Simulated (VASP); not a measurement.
Wanted: the native input for a VASP 6.6.1 run.

* Task: single point
* Functional: LDA
* Potentials or basis: VASP PAW LDA potentials, release 64 (Be)
* Cutoff: 600 eV
* k mesh: 25 × 25 × 25
* Occupations: gaussian, width 0.05 eV
* Spin: no spin polarisation
* Dipole correction: no
* Further INCAR settings: ALGO = Normal; EDIFF = 1e-06; NBANDS = 7

The structure of Be lies in POSCAR:

```
Be
1.0
    0.0000000000      1.5534584755      1.5534584755
    1.5534584755      0.0000000000      1.5534584755
    1.5534584755      1.5534584755      0.0000000000
Be
1
Direct
    0.0000000000      0.0000000000      0.0000000000
```

This isn't the form of Be at room conditions, which is hcp.

These files were run (other wordings do the same):

INCAR

```
  ALGO = Normal
  EDIFF = 1E-6
  ENCUT = 600
  GGA = CA
  GGA_COMPAT = False
  ISIF = 2
  ISMEAR = 0
  LASPH = True
  LCHARG = False
  LREAL = False
  LWAVE = False
  NBANDS = 7
  NELM = 120
  PREC = Accurate
  SIGMA = 0.05
```

KPOINTS

```
k-points
0
Gamma
  25 25 25
```

Potentials or basis: VASP PAW LDA potentials, release 64 (Be).

The run is started by

```bash
$ cat potpaw_LDA.64/Be/POTCAR > POTCAR
$ mpirun -np 1 vasp_std > vasp.out
```

Results of the run:

```
Pressure               : 0.4 GPa
Band gap on the k mesh : zero (bands 1 and 2 overlap by 0.84 eV)
```

Wall time 27 s on 1 thread of Intel Xeon 8259CL (shared host), peak memory 0.13 GiB.
